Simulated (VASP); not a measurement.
# TaAl5B (I-4m2) in VASP: single point with PBE

Aim: the single point of TaAl5B with PBE.

Program: VASP 6.6.1. These are calculated values, not measurements. Logs are shortened: lines on timing, memory, paths and dates and some standing lists are left out, and cuts for length are marked.

### Step 1. The cell of the first run

The structure is tetragonal, space group I-4m2 (No. 119). Conventional cell: a = 6.756 Å, b = 6.756 Å, c = 4.596 Å, α = 90.00°, β = 90.00°, γ = 90.00°. Within 3.9 Å of Ta (site symmetry -4m2) lie 16 Al at 2.94 to 3.57 Å and 4 B at 3.57 Å. Al (site symmetry 2) has 6 Al at 2.55 to 2.71 Å and 2 B at 2.71 Å and 3 Ta at 2.94 Å within 3.4 Å. Within 3.0 Å of Al (site symmetry -4m2) lie 2 B at 2.30 Å and 8 Al at 2.71 Å. Within 3.0 Å of B (site symmetry -4m2) lie 10 Al at 2.30 to 2.71 Å.

The cell was built from a structure type or drawn by symmetry, and may not be a known phase.

### Step 2. Single point, PBE

INCAR reads:

```
PREC = Accurate
ENCUT = 500
EDIFF = 1E-6
ISMEAR = 0
SIGMA = 0.2
LREAL = F
LASPH = T
NELM = 120
ALGO = Normal
ISIF = 2
LWAVE = F
LCHARG = T
GGA = PE
LELF = T
LVHAR = T
NBANDS = 24
GGA_COMPAT = F
```

KPOINTS reads:

```
Automatic mesh
0
Gamma
  4 4 4
```

POSCAR reads:

```
TaAl5B
1.0
   -3.3781091912      3.3781091912      2.2979832863
    3.3781091912     -3.3781091912      2.2979832863
    3.3781091912      3.3781091912     -2.2979832863
Ta Al B
1 5 1
Direct
    0.0000000000      0.0000000000      0.0000000000
    0.6921099021      0.6921099021      0.3842198041
    0.3078900979      0.3078900979      0.6157801959
    0.3078900979      0.6921099021      0.0000000000
    0.6921099021      0.3078900979      0.0000000000
    0.7500000000      0.2500000000      0.5000000000
    0.2500000000      0.7500000000      0.5000000000
```

Potentials or basis: VASP PAW PBE potentials, release 64 (Ta_pv, Al, B).

Started as:

```
> cat potpaw_PBE.64/Ta_pv/POTCAR potpaw_PBE.64/Al/POTCAR potpaw_PBE.64/B/POTCAR > POTCAR
> mpirun -np 1 vasp_std > vasp.out
```

OUTCAR:

```text
PREC = Accurate
   ENCUT = 500
   EDIFF = 1E-6
   ISMEAR = 0
   LREAL = F
   LASPH = T
   NELM = 120
   ISIF = 2
   GGA = PE

 ion  position               nearest neighbor table
   1  0.000  0.000  0.000-   2 2.94   3 2.94   2 2.94   3 2.94   4 2.94   5 2.94   4 2.94   5 2.94
                             5 2.94   4 2.94   2 2.94   3 2.94
   2  0.692  0.692  0.384-   3 2.55   3 2.55   4 2.60   5 2.60   6 2.71   7 2.71   6 2.71   7 2.71
                             1 2.94   1 2.94   1 2.94
   3  0.308  0.308  0.616-   2 2.55   2 2.55   5 2.60   4 2.60   6 2.71   7 2.71   7 2.71   6 2.71
                             1 2.94   1 2.94   1 2.94
   4  0.308  0.692  0.000-   5 2.55   5 2.55   3 2.60   2 2.60   7 2.71   7 2.71   6 2.71   6 2.71
                             1 2.94   1 2.94   1 2.94
   5  0.692  0.308  0.000-   4 2.55   4 2.55   3 2.60   2 2.60   6 2.71   6 2.71   7 2.71   7 2.71
                             1 2.94   1 2.94   1 2.94
   6  0.750  0.250  0.500-   7 2.30   7 2.30   4 2.71   5 2.71   4 2.71   5 2.71   3 2.71   2 2.71
                             2 2.71   3 2.71
   7  0.250  0.750  0.500-   6 2.30   6 2.30   5 2.71   4 2.71   5 2.71   4 2.71   3 2.71   2 2.71
                             2 2.71   3 2.71

  LATTYP: Found a body centered tetragonal cell.
 ALAT       =     6.7562183824
 C/A-ratio  =     0.6802572552

  Lattice vectors:

 A1 = (  -3.3781091912,   3.3781091912,   2.2979832863)
 A2 = (   3.3781091912,  -3.3781091912,   2.2979832863)
 A3 = (   3.3781091912,   3.3781091912,  -2.2979832863)

Analysis of symmetry for initial positions (statically):
=====================================================================
 Subroutine PRICEL returns:
 Original cell was already a primitive cell.

 Routine SETGRP: Setting up the symmetry group for a
 body centered tetragonal supercell.

 Subroutine GETGRP returns: Found  8 space group operations
 (whereof  8 operations were pure point group operations)
 out of a pool of 16 trial point group operations.

The static configuration has the point symmetry D_2d.

Analysis of symmetry for dynamics (positions and initial velocities):
=====================================================================
 Subroutine PRICEL returns:
 Original cell was already a primitive cell.

 Routine SETGRP: Setting up the symmetry group for a
 body centered tetragonal supercell.

 Subroutine GETGRP returns: Found  8 space group operations
 (whereof  8 operations were pure point group operations)
 out of a pool of 16 trial point group operations.

The dynamic configuration has the point symmetry D_2d.

 Subroutine INISYM returns: Found  8 space group operations
 (whereof  8 operations are pure point group operations),
 and found     1 'primitive' translations

----------------------------------------------------------------------------------------

                                     Primitive cell

  volume of cell :     104.8949

  direct lattice vectors                    reciprocal lattice vectors
    -3.378109191  3.378109191  2.297983286     0.000000000  0.148011793  0.217582087
     3.378109191 -3.378109191  2.297983286     0.148011793  0.000000000  0.217582087
     3.378109191  3.378109191 -2.297983286     0.148011793  0.148011793  0.000000000

  length of vectors
     5.301317817  5.301317817  5.301317817     0.263152913  0.263152913  0.209320286

  position of ions in fractional coordinates (direct lattice)
     0.000000000  0.000000000  0.000000000
     0.692109902  0.692109902  0.384219804
     0.307890098  0.307890098  0.615780196
     0.307890098  0.692109902  0.000000000
     0.692109902  0.307890098  0.000000000
     0.750000000  0.250000000  0.500000000
     0.250000000  0.750000000  0.500000000

  ion indices of the primitive-cell ions
   primitive index   ion index
                 1           1
                 2           2
                 3           3
                 4           4
                 5           5
                 6           6
                 7           7

----------------------------------------------------------------------------------------

 KPOINTS: Automatic mesh

Automatic generation of k-mesh.
 Grid dimensions read from file:
 generate k-points for:    4    4    4

 Generating k-lattice:

  Cartesian coordinates                     Fractional coordinates (reciprocal lattice)
     0.000000000  0.037002948  0.054395522     0.250000000  0.000000000  0.000000000
     0.037002948  0.000000000  0.054395522     0.000000000  0.250000000  0.000000000
     0.037002948  0.037002948  0.000000000     0.000000000  0.000000000  0.250000000

  Length of vectors
     0.065788228  0.065788228  0.052330071

  Shift w.r.t. Gamma in fractional coordinates (k-lattice)
     0.000000000  0.000000000  0.000000000

 Subroutine IBZKPT returns following result:
 ===========================================

 Found     13 irreducible k-points:

 Following reciprocal coordinates:
            Coordinates               Weight
  0.000000  0.000000  0.000000      1.000000
  0.250000  0.000000  0.000000      8.000000
  0.500000  0.000000  0.000000      4.000000
  0.250000  0.250000  0.000000      8.000000
  0.500000  0.250000 -0.000000     16.000000
 -0.250000  0.250000  0.000000      4.000000
  0.500000  0.500000  0.000000      2.000000
  0.250000  0.250000  0.250000      2.000000
 -0.250000  0.250000  0.250000      4.000000
  0.500000  0.500000  0.250000      4.000000
 -0.250000  0.500000  0.250000      8.000000
 -0.250000 -0.250000  0.250000      2.000000
  0.500000  0.500000  0.500000      1.000000
   k-points           NKPTS =     13   k-points in BZ     NKDIM =     13   number of bands    NBANDS=     24
   number of dos      NEDOS =    301   number of ions     NIONS =      7
   total plane-waves  NPLWV =  64000
   dimension x,y,z NGX =    40 NGY =   40 NGZ =   40
   dimension x,y,z NGXF=    80 NGYF=   80 NGZF=   80
   ions per type =               1   5   1
   NGX,Y,Z   is equivalent  to a cutoff of  12.54, 12.54, 12.54 a.u.
   NGXF,Y,Z  is equivalent  to a cutoff of  25.09, 25.09, 25.09 a.u.
 SYSTEM =  unknown system
   PREC   = accura    normal or accurate (medium, high low for compatibility)
   ISTART =      0    job   : 0-new  1-cont  2-samecut
   ICHARG =      2    charge: 1-file 2-atom 10-const
   ISPIN  =      1    spin polarized calculation?
   LNONCOLLINEAR =      F non collinear calculations
   LSORBIT =      F    spin-orbit coupling
   LASPH  =      T    aspherical Exc in radial PAW
   ENCUT  =  500.0 eV  36.75 Ry    6.06 a.u.   9.67  9.67  9.67*2*pi/ulx,y,z
   NELM   =    120;   NELMIN=  2; NELMDL= -5     # of ELM steps
   EDIFF  = 0.1E-05   stopping-criterion for ELM
   LREAL  =      F    real-space projection
   EDIFFG = 0.1E-04   stopping-criterion for IOM
   NSW    =      0    number of steps for IOM
   IBRION =     -1    ionic relax: 0-MD 1-quasi-New 2-CG
   NFREE  =      0    steps in history (QN), initial steepest desc. (CG)
   ISIF   =      2    stress and relaxation
   ISYM   =      2    0-nonsym 1-usesym 2-fastsym
   POTIM  = 0.5000    time-step for ionic-motion
   TEBEG  =    0.0;   TEEND  =   0.0 temperature during run
   PSTRESS=    0.0 pullay stress
   NELECT =      29.0000    total number of electrons
   NUPDOWN=      -1.0000    fix difference up-down
   EMIN   =  10.00;   EMAX   =-10.00  energy-range for DOS
   EFERMI =   0.00;   METHOD = LEGACY
   ISMEAR =     0;   SIGMA  =   0.20  broadening in eV -4-tet -1-fermi 0-gaus
   EFERMI_NEDOS =   21; number of points for ismear=-14 and -15
   IALGO  =     38    algorithm
   IMIX   =      4    mixing-type and parameters
     AMIX     =   0.40;   BMIX     =  1.00
     AMIX_MAG =   1.60;   BMIX_MAG =  1.00
  volume/ion in A,a.u.               =      14.98       101.12
  Fermi-wavevector in a.u.,A,eV,Ry     =   1.066488  2.015371 15.475229  1.137397
  Thomas-Fermi vector in A             =   2.202074
   LORBIT       =      0    0 simple, 1 ext, 2 COOP (PROOUT), +10 PAW based schemes
   GGA     = PE    functional components
   LHFCALC =     F    Hartree Fock is set to
   AEXX    =    0.0000 exact exchange contribution
   IVDW    =     0    specifies the selected vdW correction
   LEPSILON=     F    determine dielectric tensor
   LRPA    =     F    only Hartree local field effects (RPA)
 non-spin polarized calculation
 Gauss-broadening in eV      SIGMA  =   0.20
  energy-cutoff  :      500.00
  volume of cell :      104.89
 maximum number of plane-waves:      2684
 NGX is ok and might be reduce to    40
   NGX = 19   NGY = 19   NGZ = 19

 number of electron      28.9999997 magnetization

 Free energy of the ion-electron system (eV)
  ---------------------------------------------------
  ext. energy  EPLUGINS =         0.00000000
  ---------------------------------------------------
  free energy    TOTEN  =       -34.74065127 eV

  energy without entropy =      -34.66375380  energy(sigma->0) =      -34.70220253

 E-fermi :   7.8422     XC(G=0): -10.8491

 val. band max:        7.7685307419   @ k =  -0.2500   0.5000   0.2500
 cond. band min:       7.8531256087   @ k =   0.5000   0.5000   0.5000
 fundamental gap:      0.0845948668
 Fermi energy:         7.8422364415

 k-point     1 :       0.0000    0.0000    0.0000
  band No.  band energies     occupation
      1     -26.8625      2.00000
      2     -26.8625      2.00000
      3     -26.7418      2.00000
      4      -3.7114      2.00000
      5       2.0001      2.00000
      6       2.1688      2.00000
[... 16 lines left out ...]
     23      11.9789      0.00000
     24      12.4878      0.00000

 k-point     2 :       0.2500    0.0000    0.0000
  band No.  band energies     occupation
      1     -26.8626      2.00000
      2     -26.8626      2.00000
      3     -26.7446      2.00000
      4      -3.0751      2.00000
      5       1.1053      2.00000
      6       1.4221      2.00000
[... 16 lines left out ...]
     23      11.9945      0.00000
     24      12.5547      0.00000
[... 268 lines left out ...]
     23      12.7895      0.00000
     24      13.2006      0.00000

 k-point    13 :       0.5000    0.5000    0.5000
  band No.  band energies     occupation
      1     -26.8639      2.00000
      2     -26.8639      2.00000
      3     -26.7421      2.00000
      4      -1.5539      2.00000
      5      -0.2768      2.00000
      6      -0.2768      2.00000
[... 16 lines left out ...]
     23      11.6509      0.00000
     24      11.9244      0.00000

------------------------ aborting loop because EDIFF is reached ----------------------------------------

  FORCE on cell =-STRESS in cart. coord.  units (eV):
  Direction    XX          YY          ZZ          XY          YZ          ZX
  --------------------------------------------------------------------------------------
  -------------------------------------------------------------------------------------
  Total        0.3010945      0.3010945     -0.2495893      0.0000000      0.0000000      0.0000000
  in kB        4.5989545      4.5989545     -3.8122583      0.0000000      0.0000000      0.0000000
  external PRESSURE =       1.7952169 kB  Pullay stress =       0.0000000 kB

 VOLUME and BASIS-vectors are now :
 -----------------------------------------------------------------------------
  energy-cutoff  :      500.00
  volume of cell :      104.89
      direct lattice vectors                 reciprocal lattice vectors
    -3.378109191  3.378109191  2.297983286     0.000000000  0.148011793  0.217582087
     3.378109191 -3.378109191  2.297983286     0.148011793  0.000000000  0.217582087
     3.378109191  3.378109191 -2.297983286     0.148011793  0.148011793  0.000000000

 POSITION                                       TOTAL-FORCE (eV/Angst)
 -----------------------------------------------------------------------------------
      0.00000      0.00000      0.00000        -0.000000     -0.000000     -0.000000
      1.29794      1.29794      2.29798        -0.008488     -0.008488      0.000000
      2.08017      2.08017     -0.00000         0.008488      0.008488     -0.000000
      1.29794     -1.29794      2.29798        -0.008488      0.008488      0.000000
     -1.29794      1.29794      2.29798         0.008488     -0.008488      0.000000
      0.00000      3.37811      1.14899        -0.000000      0.000000     -0.000000
      3.37811      0.00000      1.14899        -0.000000     -0.000000     -0.000000
 -----------------------------------------------------------------------------------
    total drift:                               -0.000000      0.000000     -0.000000

  FREE ENERGIE OF THE ION-ELECTRON SYSTEM (eV)
  ---------------------------------------------------
  free  energy   TOTEN  =       -34.7406512683 eV

  energy  without entropy=      -34.6637537981  energy(sigma->0) =      -34.70220253
```

Run time: 18 s. Hardware: 1 thread of Intel Xeon 6975P-C (Granite Rapids), shared host; peak memory 0.25 GiB.

What came out:

* Free energy: -34.7407 eV
* Pressure: 0.2 GPa
* Largest force: 0.012 eV/Å
* Band gap on the k mesh: zero (an odd number of electrons rules out a gap without spin polarisation)

Forces in eV/Å, atoms in the order of the input:
```
Ta   0.000  0.000  0.000
Al  -0.008 -0.008  0.000
Al   0.008  0.008  0.000
Al  -0.008  0.008  0.000
Al   0.008 -0.008  0.000
Al   0.000  0.000  0.000
B    0.000  0.000  0.000
```

Caveat: the k points lie up to 0.41 Å⁻¹ apart, too coarse for converged energies and pressures of a metal; spin-orbit coupling is left out, which moves the levels of the heavy elements.
